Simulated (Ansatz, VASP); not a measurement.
**Two plane-wave programs on SiC**

```xyz
8
Lattice="-3.0760 0.0000 0.0000 -1.5380 -2.6639 0.0000 -1.2304 0.0000 10.0960" Properties=species:S:1:pos:R:3 pbc="T T T"
Si   -1.5380   -0.8880    6.6003
Si   -1.5380   -0.8880    1.5523
Si   -3.0760   -1.7759    9.1243
Si   -3.0760   -1.7759    4.0763
C    -1.5380   -0.8880    8.5437
C    -1.5380   -0.8880    3.4957
C    -3.0760   -1.7759    0.9717
C    -3.0760   -1.7759    6.0197
```

Alike in both runs: task single point; functional PBE; k mesh 10 × 10 × 3; occupations gaussian, width 0.05 eV; no spin polarisation.

```csv
,VASP,Ansatz
version,VASP 6.6.1,Ansatz 0.2.0
potentials or method,"VASP PAW PBE potentials, release 64 (Si, C), cutoff 520 eV","scalar-relativistic, plane waves, PAW"
valence electrons in the cell,32,32
```

```tsv
	VASP	Ansatz	Ansatz less VASP
gap on the k mesh at the Fermi level (eV)	0.57	0.58	+0.005
least direct gap on the mesh (eV)	1.41	1.41	+0.005
pressure (GPa)	2.7	2.8	+0.05
traceless stress, the component that is largest in VASP (GPa)	7.80	7.78	-0.024
rms of the force components (eV/Å)	0.616	0.616	+0.0006
```

Atom by atom the forces differ by 0.003 eV/Å (rms over components).
